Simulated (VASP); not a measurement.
# O in VASP: a series of runs, part 2 of 2

VASP 6.6.1. The steps go on from the part before.

### Step 3. Single point, PBE+D3(BJ), collinear spin, ferromagnetic start

Input file INCAR:

```
PREC = Accurate ; ENCUT = 520
EDIFF = 1E-7 ; ISMEAR = -1
SIGMA = 0.02 ; LREAL = Auto
LASPH = T ; NELM = 150
ALGO = Normal ; ISIF = 2
LWAVE = F ; LCHARG = T
ISPIN = 2 ; MAGMOM = 0.56 0.56 0.56 0.56 0.56 0.56 0.56 0.56 0.56 0.56 0.56 0.56 0.56 0.56 0.56 0.56
LORBIT = 11 ; GGA = PE
IVDW = 12 ; LELF = T
LVHAR = T ; NBANDS = 66
```

Input file KPOINTS:

```
Automatic mesh
0
Gamma
  1 1 1
```

Input file POSCAR:

```
O
1.0
    7.8772940000      0.0000000000      0.0000000000
    0.0000000000      7.8772940000      0.0000000000
    0.0000000000      0.0000000000      7.8772940000
O
16
Direct
    0.1442119591      0.6216347898      1.0424391930
    0.1065848247      0.6154905479      0.8942791776
    0.3804352104      0.3116933302      0.2737234385
    0.4147236348      0.4050756516      0.1632921153
    0.0254021241      0.2796899544      0.7278641625
    0.1137573385      0.1547231829      0.7052675703
    0.0914146406      0.8206625270      0.4878959704
    0.0707476451      0.9240609783      0.3762840387
    0.8177554373      0.1408478597      1.0400145024
    0.8301835630     -0.0135706500      1.0132667386
    0.4342100219      0.9182848831      0.9202525639
    0.4800506367      0.9392946359      0.7740856187
    0.6199971716      0.1971996983      0.5459996796
    0.7264423544      0.1808362110      0.4331436658
    0.3983220634      0.6964955224      0.5533499194
    0.3885344383      0.6090289381      0.4163485583
```

Potentials or basis: VASP PAW PBE potentials, release 64 (O).

On the command line:

```bash
$ cat potpaw_PBE.64/O/POTCAR > POTCAR
$ mpirun -np 1 vasp_gam > vasp.out
```

OUTCAR:

```text
PREC = Accurate
   ENCUT = 520
   EDIFF = 1E-7
   ISMEAR = -1
   LREAL = Auto
   LASPH = T
   NELM = 150
   ISIF = 2
   ISPIN = 2
   LORBIT = 11
   GGA = PE
   IVDW = 12
 IVDW          = 12

 ion  position               nearest neighbor table
   1  0.144  0.622  0.042-   2 1.21
   2  0.107  0.615  0.894-   1 1.21
   3  0.380  0.312  0.274-   4 1.17
   4  0.415  0.405  0.163-   3 1.17
   5  0.025  0.280  0.728-   6 1.22
   6  0.114  0.155  0.705-   5 1.22
[... 8 lines left out ...]
  15  0.398  0.696  0.553-  16 1.28
  16  0.389  0.609  0.416-  15 1.28

  LATTYP: Found a simple cubic cell.
 ALAT       =     7.8772940000

  Lattice vectors:

 A1 = (   7.8772940000,   0.0000000000,   0.0000000000)
 A2 = (   0.0000000000,   7.8772940000,   0.0000000000)
 A3 = (   0.0000000000,   0.0000000000,   7.8772940000)

Analysis of symmetry for initial positions (statically):
=====================================================================
 Subroutine PRICEL returns:
 Original cell was already a primitive cell.

 Routine SETGRP: Setting up the symmetry group for a
 simple cubic supercell.

 Subroutine GETGRP returns: Found  1 space group operations
 (whereof  1 operations were pure point group operations)
 out of a pool of 48 trial point group operations.

The static configuration has the point symmetry C_1 .

Analysis of symmetry for dynamics (positions and initial velocities):
=====================================================================
 Subroutine PRICEL returns:
 Original cell was already a primitive cell.

 Routine SETGRP: Setting up the symmetry group for a
 simple cubic supercell.

 Subroutine GETGRP returns: Found  1 space group operations
 (whereof  1 operations were pure point group operations)
 out of a pool of 48 trial point group operations.

The dynamic configuration has the point symmetry C_1 .

Analysis of structural, dynamic, and magnetic symmetry:
=====================================================================
 Subroutine PRICEL returns:
 Original cell was already a primitive cell.

 Routine SETGRP: Setting up the symmetry group for a
 simple cubic supercell.

 Subroutine GETGRP returns: Found  1 space group operations
 (whereof  1 operations were pure point group operations)
 out of a pool of 48 trial point group operations.

The overall configuration has the point symmetry C_1 .

 Subroutine INISYM returns: Found  1 space group operations
 (whereof  1 operations are pure point group operations),
 and found     1 'primitive' translations

----------------------------------------------------------------------------------------

                                     Primitive cell

  volume of cell :     488.8000

  direct lattice vectors                    reciprocal lattice vectors
     7.877294000  0.000000000  0.000000000     0.126947147  0.000000000  0.000000000
[... 96 lines left out ...]
   ISIF   =      2    stress and relaxation
   ISYM   =      2    0-nonsym 1-usesym 2-fastsym
   POTIM  = 0.5000    time-step for ionic-motion
   TEBEG  =    0.0;   TEEND  =   0.0 temperature during run
   PSTRESS=    0.0 pullay stress
   NELECT =      96.0000    total number of electrons
   NUPDOWN=      -1.0000    fix difference up-down
   EMIN   =  10.00;   EMAX   =-10.00  energy-range for DOS
   EFERMI =   0.00;   METHOD = LEGACY
   ISMEAR =    -1;   SIGMA  =   0.02  broadening in eV -4-tet -1-fermi 0-gaus
   EFERMI_NEDOS =   21; number of points for ismear=-14 and -15
   IALGO  =     38    algorithm
   IMIX   =      4    mixing-type and parameters
     AMIX     =   0.40;   BMIX     =  1.00
     AMIX_MAG =   1.60;   BMIX_MAG =  1.00
  volume/ion in A,a.u.               =      30.55       206.16
  Fermi-wavevector in a.u.,A,eV,Ry     =   0.951601  1.798265 12.320678  0.905544
  Thomas-Fermi vector in A             =   2.080086
   LORBIT       =     11    0 simple, 1 ext, 2 COOP (PROOUT), +10 PAW based schemes
   GGA     = PE    functional components
   LHFCALC =     F    Hartree Fock is set to
   AEXX    =    0.0000 exact exchange contribution
   IVDW    =    12    specifies the selected vdW correction
   LEPSILON=     F    determine dielectric tensor
   LRPA    =     F    only Hartree local field effects (RPA)
 spin polarized calculation
  energy-cutoff  :      520.00
  volume of cell :      488.80
 maximum number of plane-waves:      6603
 NGX is ok and might be reduce to    60
   NGX = 29   NGY = 29   NGZ = 29

 number of electron      96.0000000 magnetization       8.9600000

 number of electron      96.0000000 magnetization      16.0001205

 Free energy of the ion-electron system (eV)
  ---------------------------------------------------
  ext. energy  EPLUGINS =         0.00000000
  ---------------------------------------------------
  free energy    TOTEN  =       -78.60618637 eV

  energy without entropy =      -78.60618637  energy(sigma->0) =      -78.60618637

 E-fermi :  -3.4772     XC(G=0):  -5.1621

 val. band max:       -4.0285607424   @ k =   0.0000   0.0000   0.0000
 cond. band min:      -2.8107480934   @ k =   0.0000   0.0000   0.0000
 fundamental gap:      1.2178126490
 Fermi energy:        -3.4772243422

 spin component 1

 k-point     1 :       0.0000    0.0000    0.0000
  band No.  band energies     occupation
      1     -31.5420      1.00000
      2     -30.7468      1.00000
      3     -30.6493      1.00000
      4     -30.5246      1.00000
      5     -30.4979      1.00000
      6     -30.2759      1.00000
[... 52 lines left out ...]
     59       2.9294      0.00000
     60       3.0219      0.00000
 Fermi energy:        -3.4772243422

 spin component 2

 k-point     1 :       0.0000    0.0000    0.0000
  band No.  band energies     occupation
      1     -30.3755      1.00000
      2     -29.5510      1.00000
      3     -29.4515      1.00000
      4     -29.3204      1.00000
      5     -29.2940      1.00000
      6     -29.0630      1.00000
[... 52 lines left out ...]
     59       3.2928      0.00000
     60       3.4398      0.00000
 [bands above 60 left out]

------------------------ aborting loop because EDIFF is reached ----------------------------------------

 Edisp (eV)   -0.38203

 E8    (eV) :    -0.0879

  FORCE on cell =-STRESS in cart. coord.  units (eV):
  Direction    XX          YY          ZZ          XY          YZ          ZX
  --------------------------------------------------------------------------------------
  -------------------------------------------------------------------------------------
  Total       1.45549     3.75520     6.51445    -0.18249    -5.11847    -0.89709
  in kB       4.77078    12.30871    21.35293    -0.59818   -16.77722    -2.94046
  external pressure =       12.81 kB  Pullay stress =        0.00 kB

 VOLUME and BASIS-vectors are now :
 -----------------------------------------------------------------------------
  energy-cutoff  :      520.00
  volume of cell :      488.80
      direct lattice vectors                 reciprocal lattice vectors
     7.877294000  0.000000000  0.000000000     0.126947147  0.000000000  0.000000000
     0.000000000  7.877294000  0.000000000     0.000000000  0.126947147  0.000000000
     0.000000000  0.000000000  7.877294000     0.000000000  0.000000000  0.126947147

 POSITION                                       TOTAL-FORCE (eV/Angst)
 -----------------------------------------------------------------------------------
      1.13600      4.89680      0.33431         0.484560      0.145679      2.164469
      0.83960      4.84840      7.04450        -0.548310     -0.038039     -2.174439
      2.99680      2.45530      2.15620        -1.345422     -3.778547      4.015588
      3.26690      3.19090      1.28630         1.380607      3.320766     -4.345124
      0.20010      2.20320      5.73360        -0.625846      0.882267      0.120666
      0.89610      1.21880      5.55560         0.650725     -0.881954     -0.146325
[... 8 lines left out ...]
      3.13770      5.48650      4.35890         0.007744     -1.770862     -2.515463
      3.06060      4.79750      3.27970         0.206296      1.922800      2.736903
 -----------------------------------------------------------------------------------
    total drift:                                0.009554     -0.000200      0.003149

  FREE ENERGIE OF THE ION-ELECTRON SYSTEM (eV)
  ---------------------------------------------------
  free  energy   TOTEN  =       -78.9882157418 eV

  energy  without entropy=      -78.9882157418  energy(sigma->0) =      -78.98821574

 total charge

# of ion       s       p       d       tot
------------------------------------------
    1        1.612   3.319   0.000   4.931
    2        1.612   3.318   0.000   4.930
    3        1.615   3.377   0.000   4.992
    4        1.615   3.377   0.000   4.992
    5        1.612   3.297   0.000   4.909
    6        1.611   3.299   0.000   4.910
[... 8 lines left out ...]
   15        1.614   3.209   0.000   4.822
   16        1.614   3.214   0.000   4.828
--------------------------------------------------
tot         25.799  52.737   0.000  78.536

 magnetization (x)

# of ion       s       p       d       tot
------------------------------------------
    1        0.011   0.798   0.000   0.808
    2        0.010   0.796   0.000   0.807
    3        0.010   0.789   0.000   0.799
    4        0.010   0.789   0.000   0.799
    5        0.011   0.801   0.000   0.812
    6        0.010   0.796   0.000   0.806
[... 8 lines left out ...]
   15        0.011   0.814   0.000   0.826
   16        0.010   0.805   0.000   0.814
--------------------------------------------------
tot          0.166  12.785   0.000  12.951
```

Run time: 3.5 min. Hardware: 1 thread of AMD EPYC 7R13, shared host; peak memory 0.56 GiB.

Results:

```
Free energy                                           : -78.9882 eV
Pressure                                              : 1.3 GPa
Largest force                                         : 5.676 eV/Å
Band gap on the k mesh                                : 1.22 eV
Net moment                                            : 16.00 μB per cell
Site moments                                          : O +0.81, +0.80, +0.83 μB
Valence electrons inside the program's atomic spheres : O 4.93, 4.99, 4.91, 4.92, 4.88, 4.89, 4.82, 4.83
Dispersion energy per atom                            : -0.024 eV
```

Forces in eV/Å, atoms in the order of the input:
```
O    0.485  0.146  2.164
O   -0.548 -0.038 -2.174
O   -1.345 -3.779  4.016
O    1.381  3.321 -4.345
O   -0.626  0.882  0.121
O    0.651 -0.882 -0.146
O    0.002 -1.165  1.317
O   -0.266  1.266 -1.388
O    0.014 -0.373 -0.045
O   -0.013  0.357  0.068
O   -0.369 -0.154  1.117
O    0.364  0.247 -0.949
O   -0.161  0.052  0.242
O    0.218 -0.033 -0.219
O    0.008 -1.771 -2.515
O    0.206  1.923  2.737
```

Levels at points of the mesh, in eV from the valence-band top:
Spin up:
```csv
k point,band 53,band 54,band 55,band 56,band 57,band 58,band 59,band 60
"(0.00, 0.00, 0.00)",-0.33,-0.32,-0.04,0.00,5.37,6.72,6.96,7.05
```
Spin down:
| k point | band 38 | band 39 | band 40 | band 41 | band 42 | band 43 |
| --- | --- | --- | --- | --- | --- | --- |
| (0.00, 0.00, 0.00) | -4.91 | -4.64 | -4.47 | 1.22 | 1.24 | 1.47 |

Caveat: the k points lie up to 0.80 Å⁻¹ apart; the standard files for N, O and F lose accuracy on very short bonds.

### Step 4. Single point, PBE+D3(BJ), collinear spin, ferromagnetic start

Input file INCAR:

```
PREC = Accurate ; ENCUT = 520
EDIFF = 1E-7 ; ISMEAR = -1
SIGMA = 0.02 ; LREAL = Auto
LASPH = T ; NELM = 150
ALGO = Normal ; ISIF = 2
LWAVE = F ; LCHARG = F
ISPIN = 2 ; MAGMOM = 0.56 0.56 0.56 0.56 0.56 0.56 0.56 0.56 0.56 0.56 0.56 0.56 0.56 0.56 0.56 0.56
LORBIT = 11 ; GGA = PE
IVDW = 12 ; NBANDS = 66
```

Input file KPOINTS:

```
regular mesh
0
Gamma
  1 1 1
```

Input file POSCAR:

```
O
1.0
    7.8772940000      0.0000000000      0.0000000000
    0.0000000000      7.8772940000      0.0000000000
    0.0000000000      0.0000000000      7.8772940000
O
16
Direct
    0.1411779223      0.5669205694      1.0514524404
    0.1114215110      0.5725697175      0.9019594800
    0.3811841985      0.2833714217      0.2583374443
    0.4017750258      0.3861732214      0.1478045633
    0.0108666758      0.2714764740      0.7309743676
    0.0680817550      0.1304889725      0.7462714988
    0.0588400027      0.7774497181      0.4523380745
    0.1227071124      0.8907373522      0.3636527975
    0.7572905112      0.1420919417      0.9860365755
    0.8169810597     -0.0017645653      0.9612184083
    0.4213502759      0.8797437293      0.9067961663
    0.4904349133      0.9501105329      0.7812200484
    0.6098667893      0.1503562010      0.5077378095
    0.7209455430      0.1828292812      0.4023208985
    0.3792546019      0.7398225837      0.5238474024
    0.3490792650      0.6305718690      0.4158280750
```

On the command line:

```bash
$ cat potpaw_PBE.64/O/POTCAR > POTCAR
$ mpirun -np 1 vasp_gam > vasp.out
```

It took 3 min on 1 thread of AMD EPYC 7R13, shared host; peak memory 0.55 GiB.

The run converged. Its results:

```
Free energy                                           : -78.9842 eV
Pressure                                              : 0.9 GPa
Largest force                                         : 2.666 eV/Å
Band gap on the k mesh                                : 1.39 eV
Net moment                                            : 16.00 μB per cell
Site moments                                          : O +0.81, +0.80, +0.82 μB
Valence electrons inside the program's atomic spheres : O 4.94, 4.93, 4.88, 4.85, 4.89
Dispersion energy per atom                            : -0.024 eV
```

Forces in eV/Å, atoms in the order of the input:
```
O    0.274  0.078  2.467
O   -0.487  0.199 -2.524
O   -0.438 -1.837  1.881
O    0.603  1.618 -1.942
O   -0.829  2.065 -0.343
O    0.991 -2.076  0.121
O   -0.256  0.591 -0.336
O   -0.479 -0.228  0.200
O    0.224 -0.616 -0.031
O   -0.314  0.552  0.246
O    0.679  0.719 -1.258
O   -0.776 -0.709  1.376
O    0.098  0.005  0.008
O    0.021 -0.017  0.028
O    0.335 -0.263 -0.001
O    0.353 -0.079  0.110
```

Stress tensor (GPa, compression positive):
```
 0.67 -0.57  0.58
-0.57  0.95 -0.41
 0.58 -0.41  1.18
```

Levels at points of the mesh, in eV from the valence-band top:
Spin up:
```
           k point  band 54  band 55  band 56  band 57  band 58  band 59
(0.00, 0.00, 0.00)    -0.21    -0.16     0.00     5.42     6.74     7.02
```
Spin down:
```
           k point  band 37  band 38  band 39  band 40  band 41  band 42  band 43  band 44
(0.00, 0.00, 0.00)    -4.79    -4.75    -4.52    -4.19     1.39     1.45     1.49     1.55
```

Caveat: the k points lie up to 0.80 Å⁻¹ apart; the standard files for N, O and F lose accuracy on very short bonds.
